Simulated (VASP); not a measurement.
Input of a VASP 6.6.1 run:

File INCAR:

```
SYSTEM = Ge
PREC = Accurate
ENCUT = 520
EDIFF = 1E-6
ISMEAR = -1
SIGMA = 0.1
LREAL = .FALSE.
LASPH = .TRUE.
NELM = 80
ALGO = Normal
ISIF = 2
LWAVE = .FALSE.
LCHARG = .FALSE.
GGA = PS
NBANDS = 13
```

The input KPOINTS:

```
regular mesh
0
G
  15 15 15
  0 0 0
```

File POSCAR:

```
Ge
1.0
    0.0000000000      2.0121024959      2.0121024959
    2.0121024959      0.0000000000      2.0121024959
    2.0121024959      2.0121024959      0.0000000000
Ge
1
Direct
    0.0000000000      0.0000000000      0.0000000000
```

Potentials or basis: VASP PAW PBE potentials, release 64 (Ge_d).

The run is started by

```sh
$ cat potpaw_PBE.64/Ge_d/POTCAR > POTCAR
$ mpirun -np 1 vasp_std > vasp.out
```

Question: Predict the band gap on the k mesh.

Answer: Zero (band 7 reaches 18.86 eV, above the bottom of band 8 at 5.74 eV).

Question: What does it give for the pressure?

Answer: 12.8 GPa.

Caveat: the PAW data sets were made with another functional, which shifts forces and pressure a little.
